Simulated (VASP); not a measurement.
# Pd in VASP: single point with PBE

Aim: the single point of Pd with PBE.

All numbers are computed with VASP 6.6.1; they aren't measurements. Logs are shortened: lines on timing, memory, paths and dates and some standing lists are left out, and cuts for length are marked.

## (1) The cell of the first run

The cell holds a slab with vacuum, 6 atoms: a = 2.751 Å, b = 2.751 Å, c = 24.724 Å, α = 90.00°, β = 90.00°, γ = 90.00°.

## (2) Single point, PBE

POSCAR reads:

```
Pd
1.0
    2.7505039575      0.0000000000      0.0000000000
    0.0000000000      2.7505039575      0.0000000000
    0.0000000000      0.0000000000     24.7245000000
Pd
6
Direct
    0.5000000000      0.5000000000      0.3033428381
    0.0000000000      0.0000000000      0.3820057028
    0.5000000000      0.5000000000      0.4606685676
    0.0000000000      0.0000000000      0.5393314324
    0.5000000000      0.5000000000      0.6179942972
    0.0000000000      0.0000000000      0.6966571619
```

INCAR.step1 reads:

```
PREC = Accurate
ENCUT = 520
EDIFF = 1E-6
ISMEAR = -1
SIGMA = 0.05
LREAL = False
LASPH = True
NELM = 60
ALGO = Normal
ISIF = 2
LWAVE = False
LCHARG = True
LMAXMIX = 4
GGA = PE
NBANDS = 39
```

KPOINTS.step1 reads:

```
Automatic mesh
0
Gamma
  10 10 1
```

INCAR.step2 reads:

```
PREC = Accurate
ENCUT = 520
EDIFF = 1E-6
ISMEAR = -5
SIGMA = 0.05
LREAL = False
LASPH = True
NELM = 60
ALGO = Normal
ISIF = 2
LWAVE = False
LCHARG = False
LMAXMIX = 4
GGA = PE
LORBIT = 11
NBANDS = 39
NEDOS = 2001
ICHARG = 11
```

KPOINTS.step2 reads:

```
Automatic mesh
0
Gamma
  15 15 1
```

Potentials or basis: VASP PAW PBE potentials, release 64 (Pd).

On the command line:

```bash
cat potpaw_PBE.64/Pd/POTCAR > POTCAR
cp INCAR.step1 INCAR
cp KPOINTS.step1 KPOINTS
mpirun -np 1 vasp_std > vasp.out
cp INCAR.step2 INCAR
cp KPOINTS.step2 KPOINTS
mpirun -np 1 vasp_std > vasp.out
```

OUTCAR:

```text
PREC = Accurate
   ENCUT = 520
   EDIFF = 1E-6
   ISMEAR = -5
   LREAL = False
   LASPH = True
   NELM = 60
   ISIF = 2
   GGA = PE
   LORBIT = 11
   ICHARG = 11

 ion  position               nearest neighbor table
   1  0.500  0.500  0.303-   2 2.75   2 2.75   2 2.75   2 2.75
   2  0.000  0.000  0.382-   1 2.75   1 2.75   1 2.75   1 2.75   3 2.75   3 2.75   3 2.75   3 2.75

   3  0.500  0.500  0.461-   4 2.75   4 2.75   4 2.75   4 2.75   2 2.75   2 2.75   2 2.75   2 2.75

   4  0.000  0.000  0.539-   3 2.75   3 2.75   3 2.75   3 2.75   5 2.75   5 2.75   5 2.75   5 2.75

   5  0.500  0.500  0.618-   6 2.75   6 2.75   6 2.75   6 2.75   4 2.75   4 2.75   4 2.75   4 2.75

   6  0.000  0.000  0.697-   5 2.75   5 2.75   5 2.75   5 2.75

  LATTYP: Found a simple tetragonal cell.
 ALAT       =     2.7505039575
 C/A-ratio  =     8.9890799584

  Lattice vectors:

 A1 = (   2.7505039575,   0.0000000000,   0.0000000000)
 A2 = (   0.0000000000,   2.7505039575,   0.0000000000)
 A3 = (   0.0000000000,   0.0000000000,  24.7245000000)

Analysis of symmetry for initial positions (statically):
=====================================================================
 Subroutine PRICEL returns:
 Original cell was already a primitive cell.

 Routine SETGRP: Setting up the symmetry group for a
 simple tetragonal supercell.

 Subroutine GETGRP returns: Found 16 space group operations
 (whereof  8 operations were pure point group operations)
 out of a pool of 16 trial point group operations.

The static configuration has the point symmetry C_4v.
 The point group associated with its full space group is D_4h.

Analysis of symmetry for dynamics (positions and initial velocities):
=====================================================================
 Subroutine PRICEL returns:
 Original cell was already a primitive cell.

 Routine SETGRP: Setting up the symmetry group for a
 simple tetragonal supercell.

 Subroutine GETGRP returns: Found 16 space group operations
 (whereof  8 operations were pure point group operations)
 out of a pool of 16 trial point group operations.

The dynamic configuration has the point symmetry C_4v.
 The point group associated with its full space group is D_4h.

 Subroutine INISYM returns: Found 16 space group operations
 (whereof  8 operations are pure point group operations),
 and found     1 'primitive' translations

----------------------------------------------------------------------------------------

                                     Primitive cell

  volume of cell :     187.0476

  direct lattice vectors                    reciprocal lattice vectors
     2.750503957  0.000000000  0.000000000     0.363569737  0.000000000  0.000000000
     0.000000000  2.750503957  0.000000000     0.000000000  0.363569737  0.000000000
     0.000000000  0.000000000 24.724500000     0.000000000  0.000000000  0.040445712

  length of vectors
     2.750503957  2.750503957 24.724500000     0.363569737  0.363569737  0.040445712

  position of ions in fractional coordinates (direct lattice)
     0.500000000  0.500000000  0.303342838
     0.000000000  0.000000000  0.382005703
     0.500000000  0.500000000  0.460668568
     0.000000000  0.000000000  0.539331432
     0.500000000  0.500000000  0.617994297
     0.000000000  0.000000000  0.696657162

  ion indices of the primitive-cell ions
   primitive index   ion index
                 1           1
                 2           2
                 3           3
                 4           4
                 5           5
                 6           6

----------------------------------------------------------------------------------------

 KPOINTS: Automatic mesh

Automatic generation of k-mesh.
 Grid dimensions read from file:
 generate k-points for:   15   15    1

 Generating k-lattice:

  Cartesian coordinates                     Fractional coordinates (reciprocal lattice)
     0.024237982  0.000000000  0.000000000     0.066666667  0.000000000  0.000000000
     0.000000000  0.024237982  0.000000000     0.000000000  0.066666667  0.000000000
     0.000000000  0.000000000  0.040445712     0.000000000  0.000000000  1.000000000

  Length of vectors
     0.024237982  0.024237982  0.040445712

  Shift w.r.t. Gamma in fractional coordinates (k-lattice)
     0.000000000  0.000000000  0.000000000

 TETIRR: Found    321 inequivalent tetrahedra from     1350

 Subroutine IBZKPT returns following result:
 ===========================================

 Found     36 irreducible k-points:

 Following reciprocal coordinates:
            Coordinates               Weight
  0.000000  0.000000  0.000000      1.000000
  0.066667  0.000000  0.000000      4.000000
  0.133333  0.000000  0.000000      4.000000
  0.200000  0.000000  0.000000      4.000000
  0.266667  0.000000  0.000000      4.000000
  0.333333  0.000000  0.000000      4.000000
[... 16 lines left out ...]
  0.266667  0.200000  0.000000      8.000000
  0.333333  0.200000  0.000000      8.000000
 [... further k-points ...]
   k-points           NKPTS =     36   k-points in BZ     NKDIM =     36   number of bands    NBANDS=     39
   number of dos      NEDOS =   2001   number of ions     NIONS =      6
   total plane-waves  NPLWV =  76800
   dimension x,y,z NGX =    20 NGY =   20 NGZ =  192
   dimension x,y,z NGXF=    40 NGYF=   40 NGZF=  384
   ions per type =               6
   NGX,Y,Z   is equivalent  to a cutoff of  12.09, 12.09, 12.91 a.u.
   NGXF,Y,Z  is equivalent  to a cutoff of  24.18, 24.18, 25.82 a.u.
 SYSTEM =  unknown system
   PREC   = accura    normal or accurate (medium, high low for compatibility)
   ISTART =      0    job   : 0-new  1-cont  2-samecut
   ICHARG =     11    charge: 1-file 2-atom 10-const
   ISPIN  =      1    spin polarized calculation?
   LNONCOLLINEAR =      F non collinear calculations
   LSORBIT =      F    spin-orbit coupling
   LASPH  =      T    aspherical Exc in radial PAW
   ENCUT  =  520.0 eV  38.22 Ry    6.18 a.u.   5.11  5.11 45.97*2*pi/ulx,y,z
   NELM   =     60;   NELMIN=  2; NELMDL=  0     # of ELM steps
   EDIFF  = 0.1E-05   stopping-criterion for ELM
   LREAL  =      F    real-space projection
   EDIFFG = 0.1E-04   stopping-criterion for IOM
   NSW    =      0    number of steps for IOM
   IBRION =     -1    ionic relax: 0-MD 1-quasi-New 2-CG
   NFREE  =      0    steps in history (QN), initial steepest desc. (CG)
   ISIF   =      2    stress and relaxation
   ISYM   =      2    0-nonsym 1-usesym 2-fastsym
   POTIM  = 0.5000    time-step for ionic-motion
   TEBEG  =    0.0;   TEEND  =   0.0 temperature during run
   PSTRESS=    0.0 pullay stress
   NELECT =      60.0000    total number of electrons
   NUPDOWN=      -1.0000    fix difference up-down
   EMIN   =  10.00;   EMAX   =-10.00  energy-range for DOS
   EFERMI =   0.00;   METHOD = LEGACY
   ISMEAR =    -5;   SIGMA  =   0.05  broadening in eV -4-tet -1-fermi 0-gaus
   EFERMI_NEDOS =   21; number of points for ismear=-14 and -15
   IALGO  =     38    algorithm
   IMIX   =      4    mixing-type and parameters
     AMIX     =   0.40;   BMIX     =  1.00
     AMIX_MAG =   1.60;   BMIX_MAG =  1.00
  volume/ion in A,a.u.               =      31.17       210.38
  Fermi-wavevector in a.u.,A,eV,Ry     =   1.120662  2.117744 17.087323  1.255883
  Thomas-Fermi vector in A             =   2.257310
   LORBIT       =     11    0 simple, 1 ext, 2 COOP (PROOUT), +10 PAW based schemes
   GGA     = PE    functional components
   LHFCALC =     F    Hartree Fock is set to
   AEXX    =    0.0000 exact exchange contribution
   IVDW    =     0    specifies the selected vdW correction
   LEPSILON=     F    determine dielectric tensor
   LRPA    =     F    only Hartree local field effects (RPA)
 non-spin polarized calculation
 Fermi weights with tetrahedron method with Bloechl corrections
  energy-cutoff  :      520.00
  volume of cell :      187.05
 maximum number of plane-waves:      5076

 number of electron      60.0000036 magnetization

 Free energy of the ion-electron system (eV)
  ---------------------------------------------------
  ext. energy  EPLUGINS =         0.00000000
  ---------------------------------------------------
  free energy    TOTEN  =       -29.83243738 eV

  energy without entropy =      -29.83243738  energy(sigma->0) =      -29.83243738

 E-fermi :   1.9422     XC(G=0):  -6.9738

 val. band max:        1.9552374543   @ k =   0.0000   0.0000   0.0000
 cond. band min:       1.9328526743   @ k =   0.0667   0.0000   0.0000
 fundamental gap:     -0.0223847800
 Fermi energy:         1.9421664523

 k-point     1 :       0.0000    0.0000    0.0000
  band No.  band energies     occupation
      1      -4.8971      2.00000
      2      -4.0565      2.00000
      3      -3.3055      2.00000
      4      -3.1496      2.00000
      5      -3.0386      2.00000
      6      -2.6826      2.00000
[... 31 lines left out ...]
     38       6.9520      0.00000
     39       7.3316      0.00000

 k-point     2 :       0.0667    0.0000    0.0000
  band No.  band energies     occupation
      1      -4.7926      2.00000
      2      -3.9633      2.00000
      3      -3.2370      2.00000
      4      -3.0719      2.00000
      5      -2.9756      2.00000
      6      -2.6319      2.00000
[... 31 lines left out ...]
     38       7.0532      0.00000
     39       7.4271      0.00000

 k-point     3 :       0.1333    0.0000    0.0000
  band No.  band energies     occupation
      1      -4.4921      2.00000
      2      -3.7114      2.00000
      3      -3.0735      2.00000
      4      -2.9085      2.00000
      5      -2.7629      2.00000
      6      -2.4979      2.00000
[... 832 lines left out ...]
 k-point    23 :       0.2667    0.2000    0.0000
  band No.  band energies     occupation
      1      -2.9000      2.00000
      2      -2.4218      2.00000
      3      -2.1959      2.00000
      4      -2.0702      2.00000
      5      -1.8871      2.00000
      6      -1.7650      2.00000
[... 31 lines left out ...]
     38       9.5532      0.00000
     39       9.6205      0.00000

 k-point    24 :       0.3333    0.2000    0.0000
  band No.  band energies     occupation
      1      -2.6499      2.00000
      2      -2.4692      2.00000
      3      -2.2592      2.00000
      4      -2.1692      2.00000
      5      -2.0670      2.00000
      6      -1.8734      2.00000
[... 31 lines left out ...]
     38       9.3321      0.00000
     39      10.0351      0.00000

 [... further k-points ...]
[... 5 lines left out ...]
  --------------------------------------------------------------------------------------
  -------------------------------------------------------------------------------------
  Total        0.5119511      0.5119511      1.9158209      0.0000000     -0.0000000      0.0000000
  in kB        4.3851753      4.3851753     16.4101830      0.0000000     -0.0000000      0.0000000
  external PRESSURE =       8.3935112 kB  Pullay stress =       0.0000000 kB

 VOLUME and BASIS-vectors are now :
 -----------------------------------------------------------------------------
  energy-cutoff  :      520.00
  volume of cell :      187.05
      direct lattice vectors                 reciprocal lattice vectors
     2.750503957  0.000000000  0.000000000     0.363569737  0.000000000  0.000000000
     0.000000000  2.750503957  0.000000000     0.000000000  0.363569737  0.000000000
     0.000000000  0.000000000 24.724500000     0.000000000  0.000000000  0.040445712

 POSITION                                       TOTAL-FORCE (eV/Angst)
 -----------------------------------------------------------------------------------
      1.37525      1.37525      7.50000        -0.000000     -0.000000     -0.161495
      0.00000      0.00000      9.44490         0.000000     -0.000000     -0.102429
      1.37525      1.37525     11.38980        -0.000000     -0.000000     -0.015454
      0.00000      0.00000     13.33470         0.000000      0.000000      0.015454
      1.37525      1.37525     15.27960        -0.000000     -0.000000      0.102429
      0.00000      0.00000     17.22450        -0.000000     -0.000000      0.161495
 -----------------------------------------------------------------------------------
    total drift:                               -0.000000      0.000000      0.000000

  FREE ENERGIE OF THE ION-ELECTRON SYSTEM (eV)
  ---------------------------------------------------
  free  energy   TOTEN  =       -29.8324373756 eV

  energy  without entropy=      -29.8324373756  energy(sigma->0) =      -29.83243738

 total charge

# of ion       s       p       d       tot
------------------------------------------
    1        0.444   0.307   8.512   9.263
    2        0.485   0.478   8.464   9.426
    3        0.493   0.480   8.485   9.458
    4        0.493   0.480   8.485   9.458
    5        0.485   0.478   8.464   9.426
    6        0.444   0.307   8.512   9.263
--------------------------------------------------
tot          2.844   2.529  50.920  56.294
```

It took 12 min on 1 thread of Intel Xeon 8259CL, shared host; peak memory 0.35 GiB.

Results:

- Valence electrons inside the program's atomic spheres: Pd 9.26, 9.43, 9.46 (each value once)

Levels at points of the mesh, in eV from the Fermi level:
```
           k point  band 27  band 28  band 29  band 30  band 31  band 32  band 33  band 34
(0.00, 0.00, 0.00)    -0.60    -0.31    -0.16    -0.16    -0.04     0.01     0.21     0.21
```

Caveat: there is no dipole correction, which matters where the two faces differ.
